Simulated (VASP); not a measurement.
The system is Mg2CdS3.

```
CELL_PARAMETERS angstrom
3.93060 0.00000 0.00000
-1.96530 3.40400 0.00000
0.00000 0.00000 9.62796
ATOMIC_POSITIONS crystal
Mg 0.33333 0.66667 0.66667
Mg 0.66667 0.33333 0.33333
Cd 0.00000 0.00000 0.00000
S 0.00000 0.00000 0.50000
S 0.33333 0.66667 0.16667
S 0.66667 0.33333 0.83333
```

```yaml
Program: VASP 6.6.1
Task: relaxation of cell and atoms
Functional: PBE
Potentials_or_basis: VASP PAW PBE potentials, release 64 (Mg, Cd, S)
Cutoff: 600 eV
k_mesh: 6 × 6 × 2
Occupations: gaussian, width 0.1 eV
Spin: no spin polarisation
```

At the start: pressure -6.9 GPa; volume 21.47 Å³/atom.

Where does the relaxation end?

Over 8 steps the energy falls by 74.6 meV/atom and the volume is 18.83 Å³/atom (-12.3 %); space group P-3m1 (No. 164, to 0.1 Å) before and after.

Step by step:
```tsv
step	energy change (eV)	largest force (eV/Å)	pressure (GPa)	volume (Å³)
1	0.0000	0.5317	-6.93	128.82
2	-0.3851	0.6404	1.07	112.26
3	-0.3876	0.6329	0.36	113.32
4	-0.4207	0.3713	0.28	113.17
5	-0.4411	0.2380	0.23	112.94
6	-0.4465	0.0944	-0.16	113.50
7	-0.4471	0.0336	-0.32	113.74
8	-0.4476	0.0238	0.15	113.00
```

Final structure:
```
Mg Cd S
1.0
     3.76079    0.00000    0.00000
    -1.88039    3.25694    0.00000
     0.00000    0.00000    9.22553
Mg Cd S
2 1 3
Cartesian
  0.0000 2.1713 6.1036
  1.8804 1.0856 3.1220
  -1.8804 3.2569 0.0000
  0.0000 0.0000 4.6128
  0.0000 2.1713 1.6465
  1.8804 1.0856 7.5791
```
